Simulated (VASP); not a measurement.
# Pd in VASP: further runs, part 3 of 3

VASP 6.6.1.

## Step 5: Single point, BLYP (volume scaled by 0.88)

File INCAR:

```
SYSTEM = Pd
PREC = Accurate ; ENCUT = 520
EDIFF = 1E-6 ; ISMEAR = -1
SIGMA = 0.1 ; LREAL = .FALSE.
LASPH = .TRUE. ; NELM = 60
ALGO = Normal ; ISIF = 2
LWAVE = .FALSE. ; LCHARG = .FALSE.
GGA = B5 ; ALDAX = 1.0
AGGAX = 1.0 ; AGGAC = 1.0
ALDAC = 0.0 ; NBANDS = 11
```

File KPOINTS:

```
Automatic mesh
0
G
  22 22 22
  0 0 0
```

File POSCAR:

```
Pd
1.0
    0.0000000000      1.9317493915      1.9317493915
    1.9317493915      0.0000000000      1.9317493915
    1.9317493915      1.9317493915      0.0000000000
Pd
1
Direct
    0.0000000000      0.0000000000      0.0000000000
```

Potentials or basis: VASP PAW PBE potentials, release 64 (Pd).

Run with:

```sh
$ cat potpaw_PBE.64/Pd/POTCAR > POTCAR
$ mpirun -np 1 vasp_std > vasp.out
```

OUTCAR:

```text
SYSTEM = Pd
   PREC = Accurate
   ENCUT = 520
   EDIFF = 1E-6
   ISMEAR = -1
   LREAL = .FALSE.
   LASPH = .TRUE.
   NELM = 60
   ISIF = 2
   GGA = B5

 ion  position               nearest neighbor table
   1  0.000  0.000  0.000-

  LATTYP: Found a face centered cubic cell.
 ALAT       =     3.8634987830

  Lattice vectors:

 A1 = (   0.0000000000,   1.9317493915,   1.9317493915)
 A2 = (   1.9317493915,   0.0000000000,   1.9317493915)
 A3 = (   1.9317493915,   1.9317493915,   0.0000000000)

Analysis of symmetry for initial positions (statically):
=====================================================================
 Subroutine PRICEL returns:
 Original cell was already a primitive cell.

 Routine SETGRP: Setting up the symmetry group for a
 face centered cubic supercell.

 Subroutine GETGRP returns: Found 48 space group operations
 (whereof 48 operations were pure point group operations)
 out of a pool of 48 trial point group operations.

The static configuration has the point symmetry O_h .

Analysis of symmetry for dynamics (positions and initial velocities):
=====================================================================
 Subroutine PRICEL returns:
 Original cell was already a primitive cell.

 Routine SETGRP: Setting up the symmetry group for a
 face centered cubic supercell.

 Subroutine GETGRP returns: Found 48 space group operations
 (whereof 48 operations were pure point group operations)
 out of a pool of 48 trial point group operations.

The dynamic configuration has the point symmetry O_h .

 Subroutine INISYM returns: Found 48 space group operations
 (whereof 48 operations are pure point group operations),
 and found     1 'primitive' translations

----------------------------------------------------------------------------------------

                                     Primitive cell

  volume of cell :      14.4172

[... 104 lines left out ...]
   IMIX   =      4    mixing-type and parameters
     AMIX     =   0.40;   BMIX     =  1.00
     AMIX_MAG =   1.60;   BMIX_MAG =  1.00
  volume/ion in A,a.u.               =      14.42        97.29
  Fermi-wavevector in a.u.,A,eV,Ry     =   1.449152  2.738501 28.572814  2.100043
  Thomas-Fermi vector in A             =   2.566912
   LORBIT       =      0    0 simple, 1 ext, 2 COOP (PROOUT), +10 PAW based schemes
   GGA     = B5    functional components
   LHFCALC =     F    Hartree Fock is set to
   AEXX    =    0.0000 exact exchange contribution
   IVDW    =     0    specifies the selected vdW correction
   LEPSILON=     F    determine dielectric tensor
   LRPA    =     F    only Hartree local field effects (RPA)
 non-spin polarized calculation
  energy-cutoff  :      520.00
  volume of cell :       14.42
 maximum number of plane-waves:       396
   NGX = 11   NGY = 11   NGZ = 11

 number of electron      10.0000003 magnetization

 Free energy of the ion-electron system (eV)
  ---------------------------------------------------
  ext. energy  EPLUGINS =         0.00000000
  ---------------------------------------------------
  free energy    TOTEN  =        -4.28386718 eV

  energy without entropy =       -4.22184216  energy(sigma->0) =       -4.25285467

 E-fermi :  10.7318     XC(G=0): -12.6832

 val. band max:       10.7255225960   @ k =   0.5000   0.1818   0.0000
 cond. band min:      10.7383816547   @ k =  -0.4545   0.3182   0.0455
 fundamental gap:      0.0128590587
 Fermi energy:        10.7317964566

 k-point     1 :       0.0000    0.0000    0.0000
  band No.  band energies     occupation
      1       3.5443      2.00000
      2       7.7443      2.00000
      3       7.7443      2.00000
      4       7.7443      2.00000
      5       9.4040      2.00000
      6       9.4040      2.00000
      7      28.2128      0.00000
      8      32.9470      0.00000
      9      32.9470      0.00000
     10      32.9470      0.00000
     11      36.4967      0.00000
[... 309 lines left out ...]
 k-point    24 :      -0.4545    0.0455    0.0000
  band No.  band energies     occupation
      1       5.3263      2.00000
      2       7.6627      2.00000
      3       7.7392      2.00000
      4      10.2887      1.97648
      5      10.6023      1.56990
      6      12.2035      0.00000
      7      18.4600      0.00000
      8      27.7005      0.00000
      9      31.6249      0.00000
     10      32.1172      0.00000
     11      36.5235      0.00000

 [... further k-points ...]
[... 5 lines left out ...]
  --------------------------------------------------------------------------------------
  -------------------------------------------------------------------------------------
  Total        2.2163948      2.2163948      2.2163948      0.0000000      0.0000000     -0.0000000
  in kB      246.3062038    246.3062038    246.3062038      0.0000000      0.0000000     -0.0000000
  external PRESSURE =     246.3062038 kB  Pullay stress =       0.0000000 kB

 VOLUME and BASIS-vectors are now :
 -----------------------------------------------------------------------------
  energy-cutoff  :      520.00
  volume of cell :       14.42
      direct lattice vectors                 reciprocal lattice vectors
     0.000000000  1.931749391  1.931749391    -0.258832746  0.258832746  0.258832746
     1.931749391  0.000000000  1.931749391     0.258832746 -0.258832746  0.258832746
     1.931749391  1.931749391  0.000000000     0.258832746  0.258832746 -0.258832746

 POSITION                                       TOTAL-FORCE (eV/Angst)
 -----------------------------------------------------------------------------------
      0.00000      0.00000      0.00000         0.000000      0.000000     -0.000000
 -----------------------------------------------------------------------------------
    total drift:                                0.000000      0.000000      0.000000

  FREE ENERGIE OF THE ION-ELECTRON SYSTEM (eV)
  ---------------------------------------------------
  free  energy   TOTEN  =        -4.2838671772 eV

  energy  without entropy=       -4.2218421599  energy(sigma->0) =       -4.25285467
```

OSZICAR:

```text
N       E                     dE             d eps       ncg     rms          rms(c)
DAV:   1     0.436788440011E+02    0.43679E+02   -0.52207E+03  7280   0.860E+02
DAV:   2    -0.397860092584E+01   -0.47657E+02   -0.46174E+02  7994   0.184E+02
DAV:   3    -0.452804887799E+01   -0.54945E+00   -0.54749E+00  8772   0.213E+01
DAV:   4    -0.453036980052E+01   -0.23209E-02   -0.23206E-02  8873   0.141E+00
DAV:   5    -0.453039408088E+01   -0.24280E-04   -0.24279E-04  9489   0.132E-01    0.804E+00
DAV:   6    -0.429896644939E+01    0.23143E+00   -0.90394E-01  9073   0.777E+00    0.392E+00
DAV:   7    -0.428781456965E+01    0.11152E-01   -0.21711E-02  9490   0.971E-01    0.197E+00
DAV:   8    -0.428388722138E+01    0.39273E-02   -0.17239E-03  9095   0.401E-01    0.662E-02
DAV:   9    -0.428386385870E+01    0.23363E-04   -0.18996E-04  9681   0.116E-01    0.181E-02
DAV:  10    -0.428386790559E+01   -0.40469E-05   -0.10399E-05  8904   0.304E-02    0.901E-03
DAV:  11    -0.428386717721E+01    0.72837E-06   -0.12684E-07  6372   0.387E-03
   1 F= -.42838672E+01 E0= -.42528547E+01  d E =-.620250E-01
```

Run time: 30 s. Hardware: 1 thread of Intel Xeon Platinum 8559C (Emerald Rapids), shared host; peak memory 0.16 GiB.

Results:

| Quantity | Value |
| --- | --- |
| Free energy | -4.2839 eV |
| Pressure | 24.6 GPa |
| Band gap on the k mesh | zero (band 5 reaches 11.01 eV, above the bottom of band 6 at 9.33 eV) |

Caveat: the PAW data sets were made with another functional, which shifts forces and pressure a little.

## Step 6: Single point, BLYP (volume scaled by 0.92)

File INCAR:

```
PREC = Accurate
ENCUT = 520
EDIFF = 1E-7
ISMEAR = -1
SIGMA = 0.1
LREAL = F
LASPH = T
NELM = 60
ALGO = Normal
ISIF = 2
LWAVE = F
LCHARG = F
GGA = B5
ALDAX = 1.0
AGGAX = 1.0
AGGAC = 1.0
ALDAC = 0.0
NBANDS = 11
```

File KPOINTS:

```
regular mesh
0
Gamma
  22 22 22
```

File POSCAR:

```
Pd
1.0
    0.0000000000      1.9605857233      1.9605857233
    1.9605857233      0.0000000000      1.9605857233
    1.9605857233      1.9605857233      0.0000000000
Pd
1
Direct
    0.0000000000      0.0000000000      0.0000000000
```

Potentials or basis: VASP PAW PBE potentials, release 64 (Pd).

Run with:

```sh
$ cat potpaw_PBE.64/Pd/POTCAR > POTCAR
$ mpirun -np 1 vasp_std > vasp.out
```

Run time: 34 s. Hardware: 1 thread of Intel Xeon Platinum 8559C (Emerald Rapids), shared host; peak memory 0.18 GiB.

It converged, with:

```
Free energy            : -4.3629 eV
Pressure               : 14.3 GPa
Band gap on the k mesh : zero (band 5 reaches 10.22 eV, above the bottom of band 6 at 8.66 eV)
```

Levels at points of the mesh, in eV from the Fermi level:
| k point | band 2 | band 3 | band 4 | band 5 | band 6 | band 7 | band 8 | band 9 |
| --- | --- | --- | --- | --- | --- | --- | --- | --- |
| (0.00, 0.00, 0.00) | -2.78 | -2.78 | -2.78 | -1.24 | -1.24 | 17.46 | 21.93 | 21.93 |
| (0.50, 0.00, 0.00) | -2.83 | -2.83 | -0.06 | -0.06 | 1.28 | 7.15 | 16.85 | 20.86 |
| (0.50, 0.50, 0.00) | -4.95 | -0.10 | 0.25 | 0.25 | 3.51 | 10.59 | 13.14 | 13.14 |

Caveat: the PAW data sets were made with another functional, which shifts forces and pressure a little.

## Step 7: Overview

| task | spin | cell | k mesh | cutoff (eV) | gap on the mesh (eV) | pressure (GPa) |
| --- | --- | --- | --- | --- | --- | --- |
| single point | collinear, antiferromagnetic start | a = 2.848, b = 2.848, c = 4.030 Å, 2 atoms | 6 × 6 × 4 | 500 | none | 0.5 |
| single point | off | a = 2.851 Å, angles 60.0°, 1 atom | 14 × 14 × 14 | 520 | none | 0.3 |
| relaxation of cell and atoms | off | relaxed from a = 2.751 Å, angles 60.0°, 1 atom | 14 × 14 × 14 | 600 | none | 0.1 |
| single point | off | a = 2.732 Å, angles 60.0°, 1 atom | 22 × 22 × 22 | 520 | none | 24.6 |
| single point | off | a = 2.773 Å, angles 60.0°, 1 atom | 22 × 22 × 22 | 520 | none | 14.3 |

Alike in all rows: level BLYP; potentials or basis VASP PAW PBE potentials, release 64 (Pd); smearing fermi-dirac 0.1 eV.

Caveats: some runs use coarse meshes; the PAW data sets were made with another functional, which shifts forces and pressure a little.

Absolute energies hang on the potentials; compare differences alone.
